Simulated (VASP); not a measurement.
# Rb3Mg (I4/mmm) in VASP: notebook

Runs on Rb3Mg. Level: PBE. Tasks: single point.

Program: VASP 6.6.1. These are calculated values, not measurements. Logs are shortened: lines on timing, memory, paths and dates and some standing lists are left out, and cuts for length are marked.

## Step 1: The cell of the first run

It takes space group I4/mmm (No. 139, tetragonal). Conventional cell: a = 6.455 Å, b = 6.455 Å, c = 12.375 Å, α = 90.00°, β = 90.00°, γ = 90.00°. Rb (site symmetry 4/mmm) has 8 Rb at 4.47 Å and 4 Mg at 4.56 Å within 5.9 Å. Rb (site symmetry -4m2) has 8 Rb at 4.47 to 4.56 Å and 4 Mg at 4.47 Å within 5.9 Å. Within 5.9 Å of Mg (site symmetry 4/mmm) lie 12 Rb at 4.47 to 4.56 Å.

## Step 2: Single point, PBE

File INCAR:

```
PREC = Accurate ; ENCUT = 520
EDIFF = 1E-7 ; ISMEAR = -1
SIGMA = 0.1 ; LREAL = False
LASPH = True ; NELM = 80
ALGO = Normal ; ISIF = 2
LWAVE = False ; LCHARG = False
GGA = PE ; NBANDS = 22
```

File KPOINTS:

```
Automatic mesh
0
Gamma
  5 5 5
```

File POSCAR:

```
Rb3Mg
1.0
   -3.2272670000      3.2272670000      6.1875740000
    3.2272670000     -3.2272670000      6.1875740000
    3.2272670000      3.2272670000     -6.1875740000
Rb Mg
3 1
Direct
    0.5000000000      0.5000000000      0.0000000000
    0.7500000000      0.2500000000      0.5000000000
    0.2500000000      0.7500000000      0.5000000000
    0.0000000000      0.0000000000      0.0000000000
```

Potentials or basis: VASP PAW PBE potentials, release 64 (Rb_sv, Mg).

The run is started by

```
cat potpaw_PBE.64/Rb_sv/POTCAR potpaw_PBE.64/Mg/POTCAR > POTCAR
mpirun -np 1 vasp_std > vasp.out
```

OUTCAR:

```text
PREC = Accurate
   ENCUT = 520
   EDIFF = 1E-7
   ISMEAR = -1
   LREAL = False
   LASPH = True
   NELM = 80
   ISIF = 2
   GGA = PE

 ion  position               nearest neighbor table
   1  0.500  0.500  0.000-   3 4.47   2 4.47   2 4.47   3 4.47   2 4.47   3 4.47   3 4.47   2 4.47
                             4 4.56   4 4.56   4 4.56   4 4.56
   2  0.750  0.250  0.500-   1 4.47   4 4.47   1 4.47   4 4.47   1 4.47   4 4.47   1 4.47   4 4.47
                             3 4.56   3 4.56   3 4.56   3 4.56
   3  0.250  0.750  0.500-   4 4.47   1 4.47   1 4.47   4 4.47   1 4.47   4 4.47   4 4.47   1 4.47
                             2 4.56   2 4.56   2 4.56   2 4.56
   4  0.000  0.000  0.000-   2 4.47   3 4.47   2 4.47   3 4.47   2 4.47   3 4.47   2 4.47   3 4.47
                             1 4.56   1 4.56   1 4.56   1 4.56

  LATTYP: Found a body centered tetragonal cell.
 ALAT       =     6.4545340000
 C/A-ratio  =     1.9172798532

  Lattice vectors:

 A1 = (  -3.2272670000,   3.2272670000,   6.1875740000)
 A2 = (   3.2272670000,  -3.2272670000,   6.1875740000)
 A3 = (   3.2272670000,   3.2272670000,  -6.1875740000)

Analysis of symmetry for initial positions (statically):
=====================================================================
 Subroutine PRICEL returns:
 Original cell was already a primitive cell.

 Routine SETGRP: Setting up the symmetry group for a
 body centered tetragonal supercell.

 Subroutine GETGRP returns: Found 16 space group operations
 (whereof 16 operations were pure point group operations)
 out of a pool of 16 trial point group operations.

The static configuration has the point symmetry D_4h.

Analysis of symmetry for dynamics (positions and initial velocities):
=====================================================================
 Subroutine PRICEL returns:
 Original cell was already a primitive cell.

 Routine SETGRP: Setting up the symmetry group for a
 body centered tetragonal supercell.

 Subroutine GETGRP returns: Found 16 space group operations
 (whereof 16 operations were pure point group operations)
 out of a pool of 16 trial point group operations.

The dynamic configuration has the point symmetry D_4h.

 Subroutine INISYM returns: Found 16 space group operations
 (whereof 16 operations are pure point group operations),
 and found     1 'primitive' translations

----------------------------------------------------------------------------------------

                                     Primitive cell
[... 87 lines left out ...]
   NELM   =     80;   NELMIN=  2; NELMDL= -5     # of ELM steps
   EDIFF  = 0.1E-06   stopping-criterion for ELM
   LREAL  =      F    real-space projection
   EDIFFG = 0.1E-05   stopping-criterion for IOM
   NSW    =      0    number of steps for IOM
   IBRION =     -1    ionic relax: 0-MD 1-quasi-New 2-CG
   NFREE  =      0    steps in history (QN), initial steepest desc. (CG)
   ISIF   =      2    stress and relaxation
   ISYM   =      2    0-nonsym 1-usesym 2-fastsym
   POTIM  = 0.5000    time-step for ionic-motion
   TEBEG  =    0.0;   TEEND  =   0.0 temperature during run
   PSTRESS=    0.0 pullay stress
   NELECT =      29.0000    total number of electrons
   NUPDOWN=      -1.0000    fix difference up-down
   EMIN   =  10.00;   EMAX   =-10.00  energy-range for DOS
   EFERMI =   0.00;   METHOD = LEGACY
   ISMEAR =    -1;   SIGMA  =   0.10  broadening in eV -4-tet -1-fermi 0-gaus
   EFERMI_NEDOS =   21; number of points for ismear=-14 and -15
   IALGO  =     38    algorithm
   IMIX   =      4    mixing-type and parameters
     AMIX     =   0.40;   BMIX     =  1.00
     AMIX_MAG =   1.60;   BMIX_MAG =  1.00
  volume/ion in A,a.u.               =      64.45       434.90
  Fermi-wavevector in a.u.,A,eV,Ry     =   0.790298  1.493446  8.497799  0.624571
  Thomas-Fermi vector in A             =   1.895611
   LORBIT       =      0    0 simple, 1 ext, 2 COOP (PROOUT), +10 PAW based schemes
   GGA     = PE    functional components
   LHFCALC =     F    Hartree Fock is set to
   AEXX    =    0.0000 exact exchange contribution
   IVDW    =     0    specifies the selected vdW correction
   LEPSILON=     F    determine dielectric tensor
   LRPA    =     F    only Hartree local field effects (RPA)
 non-spin polarized calculation
  energy-cutoff  :      520.00
  volume of cell :      257.78
 maximum number of plane-waves:      6953
 NGX is ok and might be reduce to    60
   NGX = 29   NGY = 29   NGZ = 29

 number of electron      29.0000000 magnetization

 Free energy of the ion-electron system (eV)
  ---------------------------------------------------
  ext. energy  EPLUGINS =         0.00000000
  ---------------------------------------------------
  free energy    TOTEN  =        -3.67270756 eV

  energy without entropy =       -3.56980731  energy(sigma->0) =       -3.62125743

 E-fermi :   0.4850     XC(G=0):  -6.1779

 val. band max:        0.4631675097   @ k =  -0.2000   0.2000   0.2000
 cond. band min:       0.5079563743   @ k =  -0.2000  -0.4000   0.2000
 fundamental gap:      0.0447888645
 Fermi energy:         0.4849591263

 k-point     1 :       0.0000    0.0000    0.0000
  band No.  band energies     occupation
      1     -28.3304      2.00000
      2     -28.2308      2.00000
      3     -28.2213      2.00000
      4     -12.5185      2.00000
      5     -12.4175      2.00000
      6     -12.4175      2.00000
[... 439 lines left out ...]
     21       3.0352      0.00000
     22       3.3962      0.00000

------------------------ aborting loop because EDIFF is reached ----------------------------------------

  FORCE on cell =-STRESS in cart. coord.  units (eV):
  Direction    XX          YY          ZZ          XY          YZ          ZX
  --------------------------------------------------------------------------------------
  -------------------------------------------------------------------------------------
  Total        0.0982555      0.0982555     -0.0359907      0.0000000      0.0000000      0.0000000
  in kB        0.6106850      0.6106850     -0.2236918      0.0000000      0.0000000      0.0000000
  external PRESSURE =       0.3325594 kB  Pullay stress =       0.0000000 kB

 VOLUME and BASIS-vectors are now :
 -----------------------------------------------------------------------------
  energy-cutoff  :      520.00
  volume of cell :      257.78
      direct lattice vectors                 reciprocal lattice vectors
    -3.227267000  3.227267000  6.187574000     0.000000000  0.154929852  0.080807114
     3.227267000 -3.227267000  6.187574000     0.154929852  0.000000000  0.080807114
     3.227267000  3.227267000 -6.187574000     0.154929852  0.154929852  0.000000000

 POSITION                                       TOTAL-FORCE (eV/Angst)
 -----------------------------------------------------------------------------------
      0.00000      0.00000      6.18757         0.000000     -0.000000     -0.000000
     -0.00000      3.22727      3.09379         0.000000     -0.000000     -0.000000
      3.22727     -0.00000      3.09379        -0.000000      0.000000      0.000000
      0.00000      0.00000      0.00000         0.000000     -0.000000     -0.000000
 -----------------------------------------------------------------------------------
    total drift:                               -0.000000     -0.000000      0.000000

  FREE ENERGIE OF THE ION-ELECTRON SYSTEM (eV)
  ---------------------------------------------------
  free  energy   TOTEN  =        -3.6727075573 eV

  energy  without entropy=       -3.5698073087  energy(sigma->0) =       -3.62125743
```

stdout:

```text
POSCAR found type information on POSCAR RbMg
 POSCAR found :  2 types and       4 ions
 scaLAPACK will be used
 LDA part: xc-table for (Slater+PW92), standard interpolation
 POSCAR, INCAR and KPOINTS ok, starting setup
 FFT: planning ... GRIDC
 FFT: planning ... GRID_SOFT
 FFT: planning ... GRID
 WAVECAR not read
 entering main loop
```

Wall time 2 min (1 thread of Intel Xeon Platinum 8488C (Sapphire Rapids), shared host); peak memory 0.52 GiB.

Results:

| Item | Value |
| --- | --- |
| Free energy | -3.6727 eV |
| Pressure | 0.0 GPa |
| Band gap on the k mesh | zero (an odd number of electrons rules out a gap without spin polarisation) |

Stress tensor (GPa, compression positive):
```
 0.06  0.00  0.00
 0.00  0.06  0.00
 0.00  0.00 -0.02
```

## Step 3: Single point, PBE

This run uses another cell than the first one, of 66.16 Å³/atom.

File INCAR:

```
SYSTEM = Rb3Mg
  PREC = Accurate
  ENCUT = 520
  EDIFF = 1E-6
  ISMEAR = -1
  SIGMA = 0.1
  LREAL = .False.
  LASPH = .True.
  NELM = 80
  ALGO = Normal
  ISIF = 2
  LWAVE = .False.
  LCHARG = .False.
  GGA = PE
  NBANDS = 22
```

File KPOINTS:

```
regular mesh
0
Gamma
  5 5 5
  0 0 0
```

File POSCAR:

```
Rb3Mg
1.0
   -3.2557025357      3.2557025357      6.2420928796
    3.2557025357     -3.2557025357      6.2420928796
    3.2557025357      3.2557025357     -6.2420928796
Rb Mg
3 1
Direct
    0.5000000000      0.5000000000      0.0000000000
    0.7500000000      0.2500000000      0.5000000000
    0.2500000000      0.7500000000      0.5000000000
    0.0000000000      0.0000000000      0.0000000000
```

Potentials or basis: VASP PAW PBE potentials, release 64 (Rb_sv, Mg).

The run is started by

```
cat potpaw_PBE.64/Rb_sv/POTCAR potpaw_PBE.64/Mg/POTCAR > POTCAR
mpirun -np 1 vasp_std > vasp.out
```

It took 90 s on 1 thread of Intel Xeon Platinum 8488C (Sapphire Rapids), shared host; peak memory 0.53 GiB.

Results (log left out):

```yaml
Free_energy: -3.6720 eV
Pressure: -0.1 GPa
Band_gap_on_the_k_mesh: zero (an odd number of electrons rules out a gap without spin polarisation)
```

Levels at points of the mesh, in eV from the Fermi level:
```tsv
k point	band 11	band 12	band 13	band 14	band 15	band 16	band 17	band 18
(0.00, 0.00, 0.00)	-12.77	-12.77	-3.05	0.21	0.53	0.86	0.86	1.68
```

## Step 4: Single point, PBE

This run uses another cell than the first one, of 67.88 Å³/atom.

File INCAR:

```
SYSTEM = Rb3Mg
PREC     = Accurate       ! precision mode
ENCUT    = 520            ! plane-wave cutoff, eV
EDIFF    = 1E-7           ! SCF threshold, eV
ISMEAR   = -1             ! smearing method
SIGMA    = 0.1            ! smearing width, eV
LREAL    = .False.        ! projectors in reciprocal space
LASPH    = .True.         ! aspherical terms in the spheres
NELM     = 100            ! most SCF steps
ALGO     = Normal         ! electronic algorithm
ISIF     = 2              ! what is computed and relaxed
LWAVE    = .False.        ! write WAVECAR
LCHARG   = .True.         ! write CHGCAR
GGA      = PE             ! functional
LELF     = .True.         ! ELF
LVHAR    = .True.       
NBANDS   = 22             ! bands
```

File KPOINTS:

```
Automatic mesh
0
Gamma
  5 5 5
  0 0 0
```

File POSCAR:

```
Rb3Mg
1.0
   -3.2836498471      3.2836498471      6.2956756969
    3.2836498471     -3.2836498471      6.2956756969
    3.2836498471      3.2836498471     -6.2956756969
Rb Mg
3 1
Direct
    0.5000000000      0.5000000000      0.0000000000
    0.7500000000      0.2500000000      0.5000000000
    0.2500000000      0.7500000000      0.5000000000
    0.0000000000      0.0000000000      0.0000000000
```

The run is started by

```
cat potpaw_PBE.64/Rb_sv/POTCAR potpaw_PBE.64/Mg/POTCAR > POTCAR
mpirun -np 1 vasp_std > vasp.out
```

Wall time 1.8 min (1 thread of Intel Xeon Platinum 8488C (Sapphire Rapids), shared host); peak memory 0.53 GiB.

Results (log left out):

```
Free energy            : -3.6670 eV
Pressure               : -0.2 GPa
Band gap on the k mesh : zero (an odd number of electrons rules out a gap without spin polarisation)
```

Levels at points of the mesh, in eV from the Fermi level:
```csv
k point,band 10,band 11,band 12,band 13,band 14,band 15,band 16,band 17,band 18,band 19
"(0.00, 0.00, 0.00)",-12.79,-12.78,-12.78,-3.01,0.19,0.54,0.86,0.86,1.65,1.83
```

## Step 5: Single point, PBE

This run uses another cell than the first one, of 69.60 Å³/atom.

File INCAR:

```
PREC = Accurate ; ENCUT = 520
EDIFF = 1E-7 ; ISMEAR = -1
SIGMA = 0.1 ; LREAL = False
LASPH = True ; NELM = 60
ALGO = Normal ; ISIF = 2
LWAVE = False ; LCHARG = True
GGA = PE ; LELF = True
LVHAR = True ; NBANDS = 22
```

File KPOINTS:

```
Automatic mesh
0
Gamma
  5 5 5
```

File POSCAR:

```
Rb3Mg
1.0
   -3.3111293661      3.3111293661      6.3483616250
    3.3111293661     -3.3111293661      6.3483616250
    3.3111293661      3.3111293661     -6.3483616250
Rb Mg
3 1
Direct
    0.5000000000      0.5000000000      0.0000000000
    0.7500000000      0.2500000000      0.5000000000
    0.2500000000      0.7500000000      0.5000000000
    0.0000000000      0.0000000000      0.0000000000
```

The run is started by

```
cat potpaw_PBE.64/Rb_sv/POTCAR potpaw_PBE.64/Mg/POTCAR > POTCAR
mpirun -np 1 vasp_std > vasp.out
```

Run time: 1.8 min. Hardware: 1 thread of Intel Xeon Platinum 8488C (Sapphire Rapids), shared host; peak memory 0.52 GiB.

It converged, with:

```
Free energy            : -3.6583 eV
Pressure               : -0.2 GPa
Band gap on the k mesh : zero (an odd number of electrons rules out a gap without spin polarisation)
```

Levels at points of the mesh, in eV from the Fermi level:
```tsv
k point	band 10	band 11	band 12	band 13	band 14	band 15	band 16	band 17	band 18	band 19
(0.00, 0.00, 0.00)	-12.81	-12.80	-12.80	-2.97	0.16	0.55	0.86	0.86	1.62	1.79
```

## Step 6: Overview

| cell | gap on the mesh (eV) | pressure (GPa) |
| --- | --- | --- |
| a = 7.689 Å, angles 130.4, 130.4, 72.8°, 4 atoms | none | 0.0 |
| a = 7.756 Å, angles 130.4, 130.4, 72.8°, 4 atoms | none | -0.1 |
| a = 7.823 Å, angles 130.4, 130.4, 72.8°, 4 atoms | none | -0.2 |
| a = 7.889 Å, angles 130.4, 130.4, 72.8°, 4 atoms | none | -0.2 |

Alike in all rows: task single point; level PBE; potentials or basis VASP PAW PBE potentials, release 64 (Rb_sv, Mg); no spin polarisation; k mesh 5 × 5 × 5; cutoff (eV) 520; smearing fermi-dirac 0.1 eV.

Absolute energies hang on the potentials; compare differences alone.

The gap in the log of VASP goes by the Fermi energy; the results here count the filled bands.